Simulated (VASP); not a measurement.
# IrAu (P6_3/mmc) in VASP: notebook

The runs below take IrAu through single point, relaxation of cell and atoms, with PBE.

Everything below comes from runs of VASP 6.6.1. Logs are shortened: lines on timing, memory, paths and dates and some standing lists are left out, and cuts for length are marked.

### Step 1. The cell of the first run

The structure is hexagonal, space group P6_3/mmc (No. 194). Conventional cell: a = 2.816 Å, b = 2.816 Å, c = 9.388 Å, α = 90.00°, β = 90.00°, γ = 120.00°. Ir (site symmetry -6m2) has 6 Ir at 2.82 Å and 6 Au at 2.86 Å within 3.7 Å. Within 3.7 Å of Au (site symmetry -3m) lie 6 Au at 2.82 Å and 6 Ir at 2.86 Å.

### Step 2. Single point, PBE

Contents of INCAR:

```
SYSTEM = IrAu
ALGO = Normal ; EDIFF = 1E-7
ENCUT = 520 ; GGA = PE
ISIF = 2 ; ISMEAR = 0
LASPH = .True. ; LCHARG = .True.
LELF = .True. ; LREAL = .False.
LVHAR = .True. ; LWAVE = .False.
NBANDS = 28 ; NELM = 60
PREC = Accurate ; SIGMA = 0.1
```

Contents of KPOINTS:

```
k-points
0
Gamma
  6 6 4
  0 0 0
```

Contents of POSCAR:

```
IrAu
1.0
    2.8159640227      0.0000000000      0.0000000000
   -1.4079820113      2.4386963798      0.0000000000
    0.0000000000      0.0000000000      9.3881519185
Ir Au
2 2
Direct
    0.3333333333      0.6666666667      0.2500000000
    0.6666666667      0.3333333333      0.7500000000
    0.0000000000      0.0000000000      0.0000000000
    0.0000000000      0.0000000000      0.5000000000
```

Potentials or basis: VASP PAW PBE potentials, release 64 (Ir, Au).

Started as:

```bash
$ cat potpaw_PBE.64/Ir/POTCAR potpaw_PBE.64/Au/POTCAR > POTCAR
$ mpirun -np 1 vasp_std > vasp.out
```

OUTCAR:

```text
SYSTEM = IrAu
   EDIFF = 1E-7
   ENCUT = 520
   GGA = PE
   ISIF = 2
   ISMEAR = 0
   LASPH = .True.
   LREAL = .False.
   NELM = 60
   PREC = Accurate

 ion  position               nearest neighbor table
   1  0.333  0.667  0.250-   3 2.86   4 2.86   3 2.86   4 2.86   3 2.86   4 2.86
   2  0.667  0.333  0.750-   3 2.86   4 2.86   3 2.86   4 2.86   3 2.86   4 2.86
   3  0.000  0.000  0.000-   1 2.86   2 2.86   1 2.86   2 2.86   2 2.86   1 2.86
   4  0.000  0.000  0.500-   1 2.86   2 2.86   1 2.86   2 2.86   2 2.86   1 2.86

  LATTYP: Found a hexagonal cell.
 ALAT       =     2.8159640227
 C/A-ratio  =     3.3339033606

  Lattice vectors:

 A1 = (   2.8159640227,   0.0000000000,   0.0000000000)
 A2 = (  -1.4079820113,   2.4386963798,   0.0000000000)
 A3 = (   0.0000000000,   0.0000000000,   9.3881519185)

Analysis of symmetry for initial positions (statically):
=====================================================================
 Subroutine PRICEL returns:
 Original cell was already a primitive cell.

 Routine SETGRP: Setting up the symmetry group for a
 hexagonal supercell.

 Subroutine GETGRP returns: Found 24 space group operations
 (whereof 12 operations were pure point group operations)
 out of a pool of 24 trial point group operations.

The static configuration has the point symmetry D_3d.
 The point group associated with its full space group is D_6h.

Analysis of symmetry for dynamics (positions and initial velocities):
=====================================================================
 Subroutine PRICEL returns:
 Original cell was already a primitive cell.

 Routine SETGRP: Setting up the symmetry group for a
 hexagonal supercell.

 Subroutine GETGRP returns: Found 24 space group operations
 (whereof 12 operations were pure point group operations)
 out of a pool of 24 trial point group operations.

The dynamic configuration has the point symmetry D_3d.
 The point group associated with its full space group is D_6h.

 Subroutine INISYM returns: Found 24 space group operations
 (whereof 12 operations are pure point group operations),
 and found     1 'primitive' translations

----------------------------------------------------------------------------------------

                                     Primitive cell

  volume of cell :      64.4711

  direct lattice vectors                    reciprocal lattice vectors
     2.815964023  0.000000000  0.000000000     0.355118173  0.205027573  0.000000000
    -1.407982011  2.438696380  0.000000000     0.000000000  0.410055146  0.000000000
     0.000000000  0.000000000  9.388151919     0.000000000  0.000000000  0.106517237

  length of vectors
     2.815964023  2.815964023  9.388151919     0.410055146  0.410055146  0.106517237

  position of ions in fractional coordinates (direct lattice)
     0.333333333  0.666666667  0.250000000
     0.666666667  0.333333333  0.750000000
     0.000000000  0.000000000  0.000000000
     0.000000000  0.000000000  0.500000000

  ion indices of the primitive-cell ions
   primitive index   ion index
                 1           1
                 2           2
                 3           3
                 4           4

----------------------------------------------------------------------------------------

 KPOINTS: k-points

Automatic generation of k-mesh.
 Grid dimensions read from file:
 generate k-points for:    6    6    4

 Generating k-lattice:

  Cartesian coordinates                     Fractional coordinates (reciprocal lattice)
     0.059186362  0.034171262  0.000000000     0.166666667  0.000000000  0.000000000
     0.000000000  0.068342524  0.000000000     0.000000000  0.166666667  0.000000000
     0.000000000  0.000000000  0.026629309     0.000000000  0.000000000  0.250000000

  Length of vectors
     0.068342524  0.068342524  0.026629309

  Shift w.r.t. Gamma in fractional coordinates (k-lattice)
     0.000000000  0.000000000  0.000000000

 Subroutine IBZKPT returns following result:
 ===========================================

 Found     21 irreducible k-points:

 Following reciprocal coordinates:
            Coordinates               Weight
  0.000000  0.000000  0.000000      1.000000
  0.166667  0.000000  0.000000      6.000000
  0.333333  0.000000  0.000000      6.000000
  0.500000  0.000000  0.000000      3.000000
  0.166667  0.166667  0.000000      6.000000
  0.333333  0.166667  0.000000     12.000000
[... 13 lines left out ...]
  0.333333  0.166667  0.500000     12.000000
  0.333333  0.333333  0.500000      2.000000
   k-points           NKPTS =     21   k-points in BZ     NKDIM =     21   number of bands    NBANDS=     28
   number of dos      NEDOS =    301   number of ions     NIONS =      4
   total plane-waves  NPLWV =  40320
   dimension x,y,z NGX =    24 NGY =   24 NGZ =   70
   dimension x,y,z NGXF=    48 NGYF=   48 NGZF=  140
   ions per type =               2   2
   NGX,Y,Z   is equivalent  to a cutoff of  14.17, 14.17, 12.40 a.u.
   NGXF,Y,Z  is equivalent  to a cutoff of  28.34, 28.34, 24.79 a.u.
 SYSTEM =  IrAu
   PREC   = accura    normal or accurate (medium, high low for compatibility)
   ISTART =      0    job   : 0-new  1-cont  2-samecut
   ICHARG =      2    charge: 1-file 2-atom 10-const
   ISPIN  =      1    spin polarized calculation?
   LNONCOLLINEAR =      F non collinear calculations
   LSORBIT =      F    spin-orbit coupling
   LASPH  =      T    aspherical Exc in radial PAW
   ENCUT  =  520.0 eV  38.22 Ry    6.18 a.u.   5.24  5.24 17.46*2*pi/ulx,y,z
   NELM   =     60;   NELMIN=  2; NELMDL= -5     # of ELM steps
   EDIFF  = 0.1E-06   stopping-criterion for ELM
   LREAL  =      F    real-space projection
   EDIFFG = 0.1E-05   stopping-criterion for IOM
   NSW    =      0    number of steps for IOM
   IBRION =     -1    ionic relax: 0-MD 1-quasi-New 2-CG
   NFREE  =      0    steps in history (QN), initial steepest desc. (CG)
   ISIF   =      2    stress and relaxation
   ISYM   =      2    0-nonsym 1-usesym 2-fastsym
   POTIM  = 0.5000    time-step for ionic-motion
   TEBEG  =    0.0;   TEEND  =   0.0 temperature during run
   PSTRESS=    0.0 pullay stress
   NELECT =      40.0000    total number of electrons
   NUPDOWN=      -1.0000    fix difference up-down
   EMIN   =  10.00;   EMAX   =-10.00  energy-range for DOS
   EFERMI =   0.00;   METHOD = LEGACY
   ISMEAR =     0;   SIGMA  =   0.10  broadening in eV -4-tet -1-fermi 0-gaus
   EFERMI_NEDOS =   21; number of points for ismear=-14 and -15
   IALGO  =     38    algorithm
   IMIX   =      4    mixing-type and parameters
     AMIX     =   0.40;   BMIX     =  1.00
     AMIX_MAG =   1.60;   BMIX_MAG =  1.00
  volume/ion in A,a.u.               =      16.12       108.77
  Fermi-wavevector in a.u.,A,eV,Ry     =   1.396282  2.638591 26.525970  1.949604
  Thomas-Fermi vector in A             =   2.519652
   LORBIT       =      0    0 simple, 1 ext, 2 COOP (PROOUT), +10 PAW based schemes
   GGA     = PE    functional components
   LHFCALC =     F    Hartree Fock is set to
   AEXX    =    0.0000 exact exchange contribution
   IVDW    =     0    specifies the selected vdW correction
   LEPSILON=     F    determine dielectric tensor
   LRPA    =     F    only Hartree local field effects (RPA)
 non-spin polarized calculation
 Gauss-broadening in eV      SIGMA  =   0.10
  energy-cutoff  :      520.00
  volume of cell :       64.47
 maximum number of plane-waves:      1756
 NGX is ok and might be reduce to    24
   NGX = 11   NGY = 11   NGZ = 35

 number of electron      39.9999999 magnetization

 Free energy of the ion-electron system (eV)
  ---------------------------------------------------
  ext. energy  EPLUGINS =         0.00000000
  ---------------------------------------------------
  free energy    TOTEN  =       -22.48528714 eV

  energy without entropy =      -22.44906262  energy(sigma->0) =      -22.46717488

 E-fermi :   9.1455     XC(G=0): -13.1337

 val. band max:        9.1311716557   @ k =   0.3333   0.3333   0.5000
 cond. band min:       9.1852612915   @ k =   0.1667   0.1667   0.5000
 fundamental gap:      0.0540896358
 Fermi energy:         9.1455055759

 k-point     1 :       0.0000    0.0000    0.0000
  band No.  band energies     occupation
      1      -0.7922      2.00000
      2       0.7372      2.00000
      3       1.4376      2.00000
      4       1.8560      2.00000
      5       4.1672      2.00000
      6       4.4179      2.00000
[... 20 lines left out ...]
     27      21.5560      0.00000
     28      23.6569      0.00000

 k-point     2 :       0.1667    0.0000    0.0000
  band No.  band energies     occupation
      1       0.1155      2.00000
      2       1.5699      2.00000
      3       2.1736      2.00000
      4       2.5350      2.00000
      5       3.9733      2.00000
      6       4.0517      2.00000
[... 20 lines left out ...]
     27      21.7967      0.00000
     28      23.6812      0.00000

 k-point     3 :       0.3333    0.0000    0.0000
  band No.  band energies     occupation
      1       1.8074      2.00000
      2       2.2419      2.00000
      3       2.5482      2.00000
      4       2.9452      2.00000
      5       3.2543      2.00000
      6       4.1185      2.00000
[... 20 lines left out ...]
     27      18.9304      0.00000
     28      19.5324      0.00000

 k-point     4 :       0.5000    0.0000    0.0000
  band No.  band energies     occupation
      1       1.8798      2.00000
      2       2.0104      2.00000
      3       2.3310      2.00000
      4       2.8141      2.00000
      5       3.5774      2.00000
      6       3.5783      2.00000
[... 20 lines left out ...]
     27      16.9096      0.00000
     28      17.7594      0.00000

 k-point     5 :       0.1667    0.1667    0.0000
  band No.  band energies     occupation
      1       1.6557      2.00000
      2       2.7290      2.00000
      3       2.7387      2.00000
      4       3.4047      2.00000
      5       3.5636      2.00000
      6       3.6185      2.00000
[... 20 lines left out ...]
     27      20.2513      0.00000
     28      20.7187      0.00000

 k-point     6 :       0.3333    0.1667    0.0000
  band No.  band energies     occupation
      1       2.4454      2.00000
      2       2.6816      2.00000
      3       2.9726      2.00000
      4       3.2699      2.00000
      5       3.5586      2.00000
      6       3.7727      2.00000
[... 370 lines left out ...]
      5       3.1217      2.00000
      6       3.1217      2.00000
[... 20 lines left out ...]
     27      16.7180      0.00000
     28      16.7180      0.00000

 k-point    19 :       0.1667    0.1667    0.5000
  band No.  band energies     occupation
      1       1.9527      2.00000
      2       1.9527      2.00000
      3       3.4911      2.00000
      4       3.4911      2.00000
      5       3.6048      2.00000
      6       3.6048      2.00000
[... 20 lines left out ...]
     27      20.8012      0.00000
     28      20.8012      0.00000

 k-point    20 :       0.3333    0.1667    0.5000
  band No.  band energies     occupation
      1       2.6953      2.00000
      2       2.6953      2.00000
      3       2.9617      2.00000
      4       2.9617      2.00000
      5       3.4541      2.00000
      6       3.4541      2.00000
[... 20 lines left out ...]
     27      17.8098      0.00000
     28      17.8098      0.00000

 k-point    21 :       0.3333    0.3333    0.5000
  band No.  band energies     occupation
      1       3.1612      2.00000
      2       3.1612      2.00000
      3       3.7852      2.00000
      4       3.7852      2.00000
      5       3.8779      2.00000
      6       3.8779      2.00000
[... 20 lines left out ...]
     27      18.1477      0.00000
     28      18.1477      0.00000

------------------------ aborting loop because EDIFF is reached ----------------------------------------

  FORCE on cell =-STRESS in cart. coord.  units (eV):
  Direction    XX          YY          ZZ          XY          YZ          ZX
  --------------------------------------------------------------------------------------
  -------------------------------------------------------------------------------------
  Total       -0.0292822     -0.0292822     -0.1109855     -0.0000000     -0.0000000     -0.0000000
  in kB       -0.7276939     -0.7276939     -2.7581111     -0.0000000     -0.0000000     -0.0000000
  external PRESSURE =      -1.4044997 kB  Pullay stress =       0.0000000 kB

 VOLUME and BASIS-vectors are now :
 -----------------------------------------------------------------------------
  energy-cutoff  :      520.00
  volume of cell :       64.47
      direct lattice vectors                 reciprocal lattice vectors
     2.815964023  0.000000000  0.000000000     0.355118173  0.205027573  0.000000000
    -1.407982011  2.438696380  0.000000000     0.000000000  0.410055146  0.000000000
     0.000000000  0.000000000  9.388151919     0.000000000  0.000000000  0.106517237

 POSITION                                       TOTAL-FORCE (eV/Angst)
 -----------------------------------------------------------------------------------
     -0.00000      1.62580      2.34704         0.000000     -0.000000      0.000000
      1.40798      0.81290      7.04111        -0.000000      0.000000      0.000000
      0.00000      0.00000      0.00000         0.000000     -0.000000      0.000000
      0.00000      0.00000      4.69408         0.000000     -0.000000      0.000000
 -----------------------------------------------------------------------------------
    total drift:                               -0.000000      0.000000     -0.000000

  FREE ENERGIE OF THE ION-ELECTRON SYSTEM (eV)
  ---------------------------------------------------
  free  energy   TOTEN  =       -22.4852871374 eV

  energy  without entropy=      -22.4490626250  energy(sigma->0) =      -22.46717488
```

Wall time 36 s (1 thread of Intel Xeon 6975P-C, shared host); peak memory 0.21 GiB.

Results:

```
Free energy            : -22.4853 eV
Pressure               : -0.1 GPa
Band gap on the k mesh : zero (band 20 reaches 10.27 eV, above the bottom of band 21 at 8.71 eV)
```

Stress tensor (GPa, compression positive):
```
-0.07  0.00  0.00
 0.00 -0.07  0.00
 0.00  0.00 -0.28
```

Levels at points of the mesh, in eV from the Fermi level:
```tsv
k point	band 18	band 19	band 20	band 21	band 22	band 23
(0.00, 0.00, 0.00)	-1.85	-1.85	-0.76	-0.32	-0.32	0.21
(0.50, 0.00, 0.00)	0.20	0.39	0.54	1.24	1.26	1.87
(0.00, 0.00, 0.50)	-2.15	-2.15	-2.15	-0.04	-0.04	-0.04
(0.50, 0.00, 0.50)	-0.51	1.03	1.03	1.25	1.25	2.95
```

Caveat: the k points lie up to 0.43 Å⁻¹ apart; spin-orbit coupling is left out, which moves the levels of the heavy elements.

(Continued in part 2 of 2.)
